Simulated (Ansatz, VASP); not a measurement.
## Au in VASP and in Ansatz

```xyz
1
Lattice="-1.5821 1.5821 1.5821 1.5821 -1.5821 1.5821 1.5821 1.5821 -1.5821" Properties=species:S:1:pos:R:3 pbc="T T T"
Au    0.0000    0.0000    0.0000
```

Change from the starting cell: volume scaled by 0.88, PAW files.

Alike in both runs: task single point; functional PBE; k mesh 16 × 16 × 16; occupations fermi-dirac, width 0.08 eV; no spin polarisation.

|  | VASP | Ansatz |
| --- | --- | --- |
| version | VASP 6.6.1 | Ansatz 0.2.0 |
| potentials or method | VASP PAW PBE potentials, release 64 (Au) | PAW with Ansatz's default frozen-core files, scalar-relativistic |
| plane-wave cutoff (eV) | 520 | 420 |
| valence electrons in the cell | 11 | 19 |

```tsv
	VASP	Ansatz	Ansatz less VASP
pressure (GPa)	25.3	25.8	+0.43
```

VASP's potentials hold 11 valence electrons a cell and Ansatz's 19, so a difference there can come from the potentials and not from the codes.

Neither program's run includes spin-orbit coupling.
